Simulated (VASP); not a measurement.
Crystal: CuI.

```
Cu I
1.0
     3.44679    0.00000    0.00000
     0.00000    3.44679    0.00000
     0.00000    0.00000    3.44679
Cu I
1 1
Cartesian
  0.0000 0.0000 0.0000
  1.7234 1.7234 1.7234
```

| Quantity | Value |
| --- | --- |
| Program | VASP 6.6.1 |
| Task | relaxation of cell and atoms |
| Functional | PBE |
| Potentials or basis | VASP PAW PBE potentials, release 64 (Cu, I) |
| Cutoff | 600 eV |
| k mesh | 6 × 6 × 6 |
| Occupations | fermi-dirac, width 0.02 eV |
| Spin | no spin polarisation |

At the start: pressure 9.4 GPa; volume 20.47 Å³/atom.

Q: How do energy, volume and symmetry change on relaxing?

A: Over 3 steps the energy falls by 101.9 meV/atom and the volume is 24.34 Å³/atom (+18.9 %); space group Pm-3m (No. 221, to 0.05 Å).

Step by step:
```tsv
step	energy change (eV)	largest force (eV/Å)	pressure (GPa)	volume (Å³)
1	0.0000	0.0000	9.35	40.95
2	-0.2036	0.0000	0.19	48.45
3	-0.2038	0.0000	0.00	48.68
```

Final structure:
```
Cu I
1.0
     3.65125    0.00000    0.00000
     0.00000    3.65125    0.00000
     0.00000    0.00000    3.65125
Cu I
1 1
Direct
  0.00000 0.00000 0.00000
  0.50000 0.50000 0.50000
```

Caveat: the volume moved by over 15 % at a fixed basis, so the end points are rough.
